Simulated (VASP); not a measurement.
# LiNbO3 (R-3c) in VASP: notebook

LiNbO3 is run at these levels: LDA; tasks: relaxation of shape and atoms at fixed volume, relaxation of cell and atoms.

Program: VASP 6.6.1. These are calculated values, not measurements. Logs are shortened: lines on timing, memory, paths and dates and some standing lists are left out, and cuts for length are marked.

## 1. The cell of the first run

The structure is trigonal, space group R-3c (No. 167). The conventional cell has a = 5.072 Å, b = 5.072 Å, c = 13.415 Å, α = 90.00°, β = 90.00°, γ = 120.00°. Li (site symmetry 32) has 3 O at 1.90 Å within 2.5 Å. Nb (site symmetry -3) has 6 O at 1.95 Å within 2.6 Å. Within 2.5 Å of O (site symmetry 2) lie 1 Li at 1.90 Å and 2 Nb at 1.95 Å.

## 2. Relaxation of shape and atoms at fixed volume, LDA (9.96 Å³/atom)

The input, INCAR:

```
SYSTEM = LiNbO3
PREC = Accurate
ENCUT = 600
EDIFF = 1E-6
ISMEAR = 0
SIGMA = 0.02
LREAL = .False.
LASPH = .True.
NELM = 60
ALGO = Normal
ISIF = 4
LWAVE = .False.
LCHARG = .False.
IBRION = 2
NSW = 50
EDIFFG = -0.01
```

The input, KPOINTS:

```
Automatic mesh
0
Gamma
  6 6 6
  0 0 0
```

The input, POSCAR:

```
LiNbO3
1.0
    2.5361986132      1.4642749520      4.4715827962
   -2.5361986132      1.4642749520      4.4715827962
    0.0000000000     -2.9285499041      4.4715827962
Li Nb O
2 2 6
Direct
    0.2500000000      0.2500000000      0.2500000000
    0.7500000000      0.7500000000      0.7500000000
    0.0000000000      0.0000000000      0.0000000000
    0.5000000000      0.5000000000      0.5000000000
    0.1252716902      0.3747283098      0.7500000000
    0.7500000000      0.1252716902      0.3747283098
    0.3747283098      0.7500000000      0.1252716902
    0.2500000000      0.8747283098      0.6252716902
    0.8747283098      0.6252716902      0.2500000000
    0.6252716902      0.2500000000      0.8747283098
```

Potentials or basis: VASP PAW LDA potentials, release 64 (Li_sv, Nb_sv, O).

Started as:

```sh
$ cat potpaw_LDA.64/Li_sv/POTCAR potpaw_LDA.64/Nb_sv/POTCAR potpaw_LDA.64/O/POTCAR > POTCAR
$ mpirun -np 1 vasp_std > vasp.out
```

OUTCAR:

```text
SYSTEM = LiNbO3
   PREC = Accurate
   ENCUT = 600
   EDIFF = 1E-6
   ISMEAR = 0
   LREAL = .False.
   LASPH = .True.
   NELM = 60
   ISIF = 4
   IBRION = 2
   NSW = 50
   EDIFFG = -0.01

 ion  position               nearest neighbor table
   1  0.250  0.250  0.250-   8 1.90  10 1.90   9 1.90
   2  0.750  0.750  0.750-   6 1.90   7 1.90   5 1.90
   3  0.000  0.000  0.000-   5 1.95   9 1.95   8 1.95   6 1.95   7 1.95  10 1.95
   4  0.500  0.500  0.500-   5 1.95   9 1.95   7 1.95  10 1.95   6 1.95   8 1.95
   5  0.125  0.375  0.750-   2 1.90   3 1.95   4 1.95
   6  0.750  0.125  0.375-   2 1.90   3 1.95   4 1.95
   7  0.375  0.750  0.125-   2 1.90   4 1.95   3 1.95
   8  0.250  0.875  0.625-   1 1.90   3 1.95   4 1.95
   9  0.875  0.625  0.250-   1 1.90   3 1.95   4 1.95
  10  0.625  0.250  0.875-   1 1.90   4 1.95   3 1.95

  LATTYP: Found a trigonal (rhomboedric) cell.
 ALAT       =     5.3452275203
 COS(alpha) =     0.5497392135

  Lattice vectors:

 A1 = (   2.5361986132,   1.4642749520,   4.4715827962)
 A2 = (  -2.5361986132,   1.4642749520,   4.4715827962)
 A3 = (   0.0000000000,  -2.9285499041,   4.4715827962)

Analysis of symmetry for initial positions (statically):
=====================================================================
 Subroutine PRICEL returns:
 Original cell was already a primitive cell.

 Routine SETGRP: Setting up the symmetry group for a
 trigonal (rhombohedral) supercell.

 Subroutine GETGRP returns: Found 12 space group operations
 (whereof  6 operations were pure point group operations)
 out of a pool of 12 trial point group operations.

The static configuration has the point symmetry S_6 .
 The point group associated with its full space group is D_3d.

Analysis of symmetry for dynamics (positions and initial velocities):
=====================================================================
 Subroutine PRICEL returns:
 Original cell was already a primitive cell.

 Routine SETGRP: Setting up the symmetry group for a
 trigonal (rhombohedral) supercell.

 Subroutine GETGRP returns: Found 12 space group operations
 (whereof  6 operations were pure point group operations)
 out of a pool of 12 trial point group operations.

The dynamic configuration has the point symmetry S_6 .
 The point group associated with its full space group is D_3d.

 Subroutine INISYM returns: Found 12 space group operations
 (whereof  6 operations are pure point group operations),
 and found     1 'primitive' translations
[... 118 lines left out ...]
   ISYM   =      2    0-nonsym 1-usesym 2-fastsym
   POTIM  = 0.5000    time-step for ionic-motion
   TEBEG  =    0.0;   TEEND  =   0.0 temperature during run
   PSTRESS=    0.0 pullay stress
   NELECT =      68.0000    total number of electrons
   NUPDOWN=      -1.0000    fix difference up-down
   EMIN   =  10.00;   EMAX   =-10.00  energy-range for DOS
   EFERMI =   0.00;   METHOD = LEGACY
   ISMEAR =     0;   SIGMA  =   0.02  broadening in eV -4-tet -1-fermi 0-gaus
   EFERMI_NEDOS =   21; number of points for ismear=-14 and -15
   IALGO  =     38    algorithm
   IMIX   =      4    mixing-type and parameters
     AMIX     =   0.40;   BMIX     =  1.00
     AMIX_MAG =   1.60;   BMIX_MAG =  1.00
  volume/ion in A,a.u.               =       9.96        67.24
  Fermi-wavevector in a.u.,A,eV,Ry     =   1.441357  2.723770 28.266253  2.077511
  Thomas-Fermi vector in A             =   2.559999
   LORBIT       =      0    0 simple, 1 ext, 2 COOP (PROOUT), +10 PAW based schemes
   GGA     = CA    functional components
   LHFCALC =     F    Hartree Fock is set to
   AEXX    =    0.0000 exact exchange contribution
   IVDW    =     0    specifies the selected vdW correction
   LEPSILON=     F    determine dielectric tensor
   LRPA    =     F    only Hartree local field effects (RPA)
 conjugate gradient relaxation of ions
 non-spin polarized calculation
 Gauss-broadening in eV      SIGMA  =   0.02
  energy-cutoff  :      600.00
  volume of cell :       99.64
 maximum number of plane-waves:      3342
 NGX is ok and might be reduce to    48
   NGX = 21   NGY = 21   NGZ = 21

--------------------------------------- Ionic step        1  -------------------------------------------

 number of electron      67.9999999 magnetization

 Free energy of the ion-electron system (eV)
  ---------------------------------------------------
  ext. energy  EPLUGINS =         0.00000000
  ---------------------------------------------------
  free energy    TOTEN  =       -87.29077685 eV

  energy without entropy =      -87.29077685  energy(sigma->0) =      -87.29077685

------------------------ aborting loop because EDIFF is reached ----------------------------------------

  FORCE on cell =-STRESS in cart. coord.  units (eV):
  Direction    XX          YY          ZZ          XY          YZ          ZX
  --------------------------------------------------------------------------------------
  -------------------------------------------------------------------------------------
  Total        4.7572642      4.7572642      4.4298649      0.0000000     -0.0000000     -0.0000000
  in kB       76.4978864     76.4978864     71.2332308      0.0000000     -0.0000000     -0.0000000
  external PRESSURE =      74.7430012 kB  Pullay stress =       0.0000000 kB
[... 163 lines left out ...]
--------------------------------------- Ionic step        5  -------------------------------------------

 number of electron      68.0000006 magnetization

 Free energy of the ion-electron system (eV)
  ---------------------------------------------------
  ext. energy  EPLUGINS =         0.00000000
  ---------------------------------------------------
  free energy    TOTEN  =       -87.31078762 eV

  energy without entropy =      -87.31078762  energy(sigma->0) =      -87.31078762

 E-fermi :   4.3026     XC(G=0): -11.6725

 val. band max:        4.0800215056   @ k =   0.0000   0.0000   0.0000
 cond. band min:       6.7470219087   @ k =   0.5000   0.5000   0.0000
 fundamental gap:      2.6670004031
 Fermi energy:         4.3026087078

 k-point     1 :       0.0000    0.0000    0.0000
  band No.  band energies     occupation
      1     -49.8088      2.00000
      2     -49.7864      2.00000
      3     -37.3176      2.00000
      4     -37.3139      2.00000
      5     -26.3328      2.00000
      6     -26.3328      2.00000
[... 1021 lines left out ...]
     39       9.3766      0.00000
     40       9.5989      0.00000

 [... further k-points ...]

------------------------ aborting loop because EDIFF is reached ----------------------------------------

  FORCE on cell =-STRESS in cart. coord.  units (eV):
  Direction    XX          YY          ZZ          XY          YZ          ZX
  --------------------------------------------------------------------------------------
  -------------------------------------------------------------------------------------
  Total        3.2942539      3.2942539      3.3820791      0.0000000     -0.0000000     -0.0000000
  in kB       52.9723493     52.9723493     54.3845986      0.0000000     -0.0000000     -0.0000000
  external PRESSURE =      53.4430991 kB  Pullay stress =       0.0000000 kB
[... 25 lines left out ...]
  FREE ENERGIE OF THE ION-ELECTRON SYSTEM (eV)
  ---------------------------------------------------
  free  energy   TOTEN  =       -87.3107876186 eV

  energy  without entropy=      -87.3107876186  energy(sigma->0) =      -87.31078762

 reached required accuracy - stopping structural energy minimisation
```

OSZICAR:

```text
N       E                     dE             d eps       ncg     rms          rms(c)
DAV:   1     0.907347405876E+03    0.90735E+03   -0.39772E+04  2560   0.200E+03
DAV:   2    -0.129613139238E+02   -0.92031E+03   -0.89852E+03  3344   0.724E+02
[... 35 lines left out ...]
   4 F= -.87310648E+02 E0= -.87310648E+02  d E =-.198709E-01
       N       E                     dE             d eps       ncg     rms          rms(c)
DAV:   1    -0.873109351839E+02   -0.28666E-03   -0.29311E-02  3048   0.127E+00    0.110E-01
DAV:   2    -0.873108615370E+02    0.73647E-04   -0.86776E-04  2976   0.223E-01    0.647E-02
DAV:   3    -0.873107871000E+02    0.74437E-04   -0.13155E-04  3736   0.987E-02    0.706E-03
DAV:   4    -0.873107877679E+02   -0.66787E-06   -0.11735E-05  3464   0.260E-02    0.478E-03
DAV:   5    -0.873107876186E+02    0.14934E-06   -0.35570E-07  1824   0.659E-03
   5 F= -.87310788E+02 E0= -.87310788E+02  d E =-.139888E-03
```

CONTCAR:

```text
LiNbO3
   1.00000000000000
     2.5376263971554356    1.4650992834468550    4.4665523803122777
    -2.5376263971554356    1.4650992834468550    4.4665523803122777
    -0.0000000000000000   -2.9301985669999984    4.4665523803143214
  Li              Nb              O
     2     2     6
Direct
     0.2500000000000000    0.2500000000000000    0.2500000000000000
     0.7500000000000000    0.7500000000000000    0.7500000000000000
     0.0000000000000000    0.0000000000000000    0.0000000000000000
     0.5000000000000000    0.5000000000000000    0.5000000000000000
     0.1204213588730738    0.3795786411269262    0.7500000000000000
     0.7499999999999994    0.1204213588730731    0.3795786411269272
     0.3795786411269269    0.7500000000000006    0.1204213588730728
     0.2500000000000007    0.8795786411269270    0.6204213588730727
     0.8795786411269264    0.6204213588730736    0.2500000000000000
     0.6204213588730730    0.2499999999999993    0.8795786411269273

  0.00000000E+00  0.00000000E+00  0.00000000E+00
  0.00000000E+00  0.00000000E+00  0.00000000E+00
  0.00000000E+00  0.00000000E+00  0.00000000E+00
  0.00000000E+00  0.00000000E+00  0.00000000E+00
  0.00000000E+00  0.00000000E+00  0.00000000E+00
  0.00000000E+00  0.00000000E+00  0.00000000E+00
  0.00000000E+00  0.00000000E+00  0.00000000E+00
  0.00000000E+00  0.00000000E+00  0.00000000E+00
  0.00000000E+00  0.00000000E+00  0.00000000E+00
  0.00000000E+00  0.00000000E+00  0.00000000E+00
```

It took 6 min on 1 thread of Intel Xeon 6975P-C (Granite Rapids), shared host; peak memory 0.34 GiB.

Results:

```
Free energy               : -87.3108 eV
Energy gained by relaxing : 2.0 meV/atom
Ionic steps               : 5
Pressure after relaxing   : 5.3 GPa
Band gap on the k mesh    : 2.67 eV (least direct gap 2.73 eV)
```

Forces in eV/Å, atoms in the order of the input:
```
Li   0.000  0.000  0.000
Li   0.000  0.000  0.000
Nb   0.000  0.000  0.000
Nb   0.000  0.000  0.000
O   -0.002  0.000  0.000
O    0.001 -0.002  0.000
O    0.001  0.002  0.000
O   -0.001  0.002  0.000
O    0.002  0.000  0.000
O   -0.001 -0.002  0.000
```

Step by step:
| step | energy change (eV) | largest force (eV/Å) | pressure (GPa) | volume (Å³) |
| --- | --- | --- | --- | --- |
| 1 | 0.0000 | 0.2641 | 7.47 | 99.64 |
| 2 | -0.0153 | 0.1300 | 6.38 | 99.64 |
| 3 | -0.0199 | 0.0010 | 5.33 | 99.64 |
| 4 | -0.0199 | 0.0043 | 5.36 | 99.64 |
| 5 | -0.0200 | 0.0020 | 5.34 | 99.64 |

Final structure:
```
Li Nb O
1.0
     2.53763    1.46510    4.46655
    -2.53763    1.46510    4.46655
     0.00000   -2.93020    4.46655
Li Nb O
2 2 6
Cartesian
  0.0000 0.0000 3.3499
  0.0000 0.0000 10.0497
  0.0000 0.0000 0.0000
  0.0000 0.0000 6.6998
  -0.6576 -1.4651 5.5832
  1.5976 0.1630 5.5832
  -0.9400 1.3021 5.5832
  -1.5976 -0.1630 7.8165
  0.6576 1.4651 7.8165
  0.9400 -1.3021 7.8165
```

Levels at points of the mesh, in eV from the valence-band top:
| k point | band 32 | band 33 | band 34 | band 35 | band 36 | band 37 |
| --- | --- | --- | --- | --- | --- | --- |
| (0.00, 0.00, 0.00) | -0.22 | -0.22 | 0.00 | 2.73 | 2.73 | 2.88 |
| (0.50, 0.00, 0.00) | -0.34 | -0.24 | -0.24 | 4.35 | 4.35 | 4.42 |
| (0.50, 0.50, 0.00) | -0.48 | -0.41 | -0.29 | 2.67 | 3.71 | 4.10 |
| (0.50, 0.50, 0.50) | -0.36 | -0.36 | -0.36 | 4.35 | 4.35 | 4.73 |

Caveat: the cutoff is under 1.25 times the usual one of these potentials, so pressure, stress and relaxed cells hold a basis-set (Pulay) error.

## 3. Relaxation of cell and atoms, LDA

This run uses another cell than the first one, of 10.29 Å³/atom.

The input, INCAR:

```
SYSTEM = LiNbO3
  PREC = Accurate
  ENCUT = 600
  EDIFF = 1E-6
  ISMEAR = 0
  SIGMA = 0.02
  LREAL = .False.
  LASPH = .True.
  NELM = 80
  ALGO = Normal
  ISIF = 3
  LWAVE = .False.
  LCHARG = .False.
  IBRION = 2
  NSW = 100
  EDIFFG = -0.005
```

The input, KPOINTS:

```
regular mesh
0
Gamma
  6 6 6
  0 0 0
```

The input, POSCAR:

```
LiNbO3
1.0
    2.5689000000      1.4831551065      4.4995666667
   -2.5689000000      1.4831551065      4.4995666667
    0.0000000000     -2.9663102130      4.4995666667
Li Nb O
2 2 6
Direct
    0.2500000000      0.2500000000      0.2500000000
    0.7500000000      0.7500000000      0.7500000000
    0.0000000000      0.0000000000      0.0000000000
    0.5000000000      0.5000000000      0.5000000000
    0.1243500000      0.3756500000      0.7500000000
    0.7500000000      0.1243500000      0.3756500000
    0.3756500000      0.7500000000      0.1243500000
    0.2500000000      0.8756500000      0.6243500000
    0.8756500000      0.6243500000      0.2500000000
    0.6243500000      0.2500000000      0.8756500000
```

Potentials or basis: VASP PAW LDA potentials, release 64 (Li_sv, Nb_sv, O).

Started as:

```sh
$ cat potpaw_LDA.64/Li_sv/POTCAR potpaw_LDA.64/Nb_sv/POTCAR potpaw_LDA.64/O/POTCAR > POTCAR
$ mpirun -np 1 vasp_std > vasp.out
```

It took 9.9 min on 1 thread of Intel Xeon 6975P-C (Granite Rapids), shared host; peak memory 0.36 GiB.

Results (log left out):

* Free energy: -87.3701 eV
* Relaxed volume: 10.26 Å³/atom
* Relaxed cell: a = 5.398 Å, b = 5.398 Å, c = 5.398 Å, α = 56.64°, β = 56.64°, γ = 56.64°
* Space group after relaxing (to 0.1 Å): R-3c (No. 167)
* Energy gained by relaxing: 0.3 meV/atom
* Ionic steps: 8
* Pressure after relaxing: 0.0 GPa
* Band gap on the k mesh: 2.60 eV (least direct gap 2.68 eV)

Step by step:
| step | energy change (eV) | largest force (eV/Å) | pressure (GPa) | volume (Å³) |
| --- | --- | --- | --- | --- |
| 1 | 0.0000 | 0.0690 | -0.92 | 102.86 |
| 2 | -0.0003 | 0.0399 | 1.39 | 101.98 |
| 3 | -0.0022 | 0.0130 | 0.28 | 102.41 |
| 4 | -0.0031 | 0.0088 | 0.11 | 102.52 |
| 5 | -0.0033 | 0.0058 | 0.00 | 102.61 |
| 6 | -0.0033 | 0.0055 | 0.02 | 102.61 |
| 7 | -0.0033 | 0.0054 | -0.02 | 102.62 |
| 8 | -0.0033 | 0.0018 | 0.05 | 102.60 |

Final structure:
```
Li Nb O
1.0
     2.56093    1.47855    4.51627
    -2.56093    1.47855    4.51627
     0.00000   -2.95710    4.51627
Li Nb O
2 2 6
Cartesian
  0.0000 0.0000 3.3872
  0.0000 0.0000 10.1616
  0.0000 -2.9571 4.5163
  0.0000 0.0000 6.7744
  -0.6397 -1.4786 5.6453
  1.6003 0.1853 5.6453
  -0.9606 1.2932 5.6453
  -1.6003 -0.1853 7.9035
  0.6397 1.4786 7.9035
  0.9606 -1.2932 7.9035
```

Levels at points of the mesh, in eV from the valence-band top:
| k point | band 30 | band 31 | band 32 | band 33 | band 34 | band 35 | band 36 | band 37 | band 38 | band 39 |
| --- | --- | --- | --- | --- | --- | --- | --- | --- | --- | --- |
| (0.00, 0.00, 0.00) | -0.32 | -0.32 | -0.20 | -0.20 | -0.02 | 2.66 | 2.66 | 2.84 | 4.87 | 4.87 |
| (0.50, 0.00, 0.00) | -0.53 | -0.30 | -0.30 | -0.23 | -0.23 | 4.27 | 4.27 | 4.34 | 4.34 | 4.55 |
| (0.50, 0.50, 0.00) | -1.07 | -0.89 | -0.44 | -0.33 | -0.29 | 2.61 | 3.70 | 4.08 | 4.52 | 5.26 |
| (0.50, 0.50, 0.50) | -0.60 | -0.32 | -0.32 | -0.32 | -0.32 | 4.31 | 4.31 | 4.64 | 4.64 | 4.64 |

Caveat: the cutoff is under 1.25 times the usual one of these potentials, so pressure, stress and relaxed cells hold a basis-set (Pulay) error.
